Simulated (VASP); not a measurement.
Wanted: the native input for a VASP 6.6.1 run.

- Task: single point
- Functional: PBEsol
- Potentials or basis: VASP PAW PBE potentials, release 64 (Al, N)
- Cutoff: 520 eV
- k mesh: 9 × 9 × 4
- Occupations: fermi-dirac, width 0.03 eV
- Spin: no spin polarisation
- Dipole correction: no
- Further INCAR settings: ALGO = Normal; EDIFF = 1e-06; NBANDS = 16

The structure of AlN lies in POSCAR:

```
AlN
1.0
    3.1137271412      0.0000000000      0.0000000000
   -1.5568635706      2.6965668048      0.0000000000
    0.0000000000      0.0000000000      4.9834369472
Al N
2 2
Direct
    0.3333333333      0.6666666667     -0.0034854754
    0.6666666667      0.3333333333      0.4965145246
    0.3333333333      0.6666666667      0.3784854754
    0.6666666667      0.3333333333      0.8784854754
```

One way to write it, as run:

INCAR

```
PREC = Accurate
ENCUT = 520
EDIFF = 1E-6
ISMEAR = -1
SIGMA = 0.03
LREAL = False
LASPH = True
NELM = 100
ALGO = Normal
ISIF = 2
LWAVE = False
LCHARG = False
GGA = PS
NBANDS = 16
```

KPOINTS

```
regular mesh
0
Gamma
  9 9 4
```

Potentials or basis: VASP PAW PBE potentials, release 64 (Al, N).

The run is started by

```sh
$ cat potpaw_PBE.64/Al/POTCAR potpaw_PBE.64/N/POTCAR > POTCAR
$ mpirun -np 1 vasp_std > vasp.out
```

It gave:

```yaml
Pressure: 0.0 GPa
Band_gap_on_the_k_mesh: 4.11 eV
```

Caveat: the PAW data sets were made with another functional, which shifts forces and pressure a little.

It took 34 s on 1 thread of Intel Xeon 8259CL (shared host), peak memory 0.16 GiB.
